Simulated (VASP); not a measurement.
Wanted: the native input for a VASP 6.6.1 run.

```yaml
Task: single point
Functional: PBEsol
Potentials_or_basis: VASP PAW PBE potentials, release 64 (Pt)
Cutoff: 520 eV
k_mesh: 8 × 8 × 8
Occupations: gaussian, width 0.1 eV
Spin: no spin polarisation
Dipole_correction: no
Further_INCAR_settings: ALGO = Fast; EDIFF = 1e-07; NBANDS = 11
```

The structure of Pt lies in POSCAR:

```
Pt
1.0
    0.0000000000      1.9609000000      1.9609000000
    1.9609000000      0.0000000000      1.9609000000
    1.9609000000      1.9609000000      0.0000000000
Pt
1
Direct
    0.0000000000      0.0000000000      0.0000000000
```

These files were run (other wordings do the same):

INCAR

```
ALGO     = Fast           # electronic algorithm
EDIFF    = 1E-7           # SCF threshold, eV
ENCUT    = 520            # plane-wave cutoff, eV
GGA      = PS             # functional
ISIF     = 2              # what is computed and relaxed
ISMEAR   = 0              # smearing method
LASPH    = T              # aspherical terms in the spheres
LCHARG   = T              # write CHGCAR
LELF     = T              # ELF
LREAL    = F              # projectors in reciprocal space
LVHAR    = T            
LWAVE    = F              # write WAVECAR
NBANDS   = 11             # bands
NELM     = 100            # most SCF steps
PREC     = Accurate       # precision mode
SIGMA    = 0.1            # smearing width, eV
```

KPOINTS

```
k-points
0
Gamma
  8 8 8
```

Potentials or basis: VASP PAW PBE potentials, release 64 (Pt).

Command:

```sh
$ cat potpaw_PBE.64/Pt/POTCAR > POTCAR
$ mpirun -np 1 vasp_std > vasp.out
```

It gave:

| Quantity | Value |
| --- | --- |
| Pressure | -1.8 GPa |
| Band gap on the k mesh | zero (bands 5 and 6 overlap by 2.22 eV) |

Caveat: the PAW data sets were made with another functional, which shifts forces and pressure a little; spin-orbit coupling is left out, which moves the levels of the heavy elements.

Wall time 15 s on 1 thread of Intel Xeon 8259CL (shared host), peak memory 0.14 GiB.
